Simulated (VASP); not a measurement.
Runs of VASP 6.6.1 on CuAu. The structure is that of space group P2_13 (No. 198), or close to it. The cells are those of the table. 

```tsv
task	cell	k mesh	cutoff (eV)	gap on the mesh (eV)	pressure (GPa)	largest force (eV/Å)
single point	a = 4.977 Å, 8 atoms	8 × 8 × 8	520	none	0.1	0.01
relaxation of cell and atoms	relaxed from a = 4.869 Å, 8 atoms	4 × 4 × 4	600	none	0.1	0.02
single point	a = 4.869 Å, 8 atoms	4 × 4 × 4	520	none	(a)	1.57
single point	a = 4.980 Å, 8 atoms	4 × 4 × 4	520	none	0.0	0.01
```

Alike in all rows: level PBE; potentials or basis VASP PAW PBE potentials, release 64 (Cu, Au); no spin polarisation; smearing gaussian 0.1 eV.

Estimate the missing entries.

(a) 13.0.

Caveats: spin-orbit coupling is left out, which moves the levels of the heavy elements; forces of over 1 eV/Å act on the atoms, so gaps and moduli don't describe the material at rest (some runs).

A k mesh can miss the band edges, and the runs leave out spin-orbit coupling on Au.

A gap of «none» marks levels without a gap at the run's occupations.
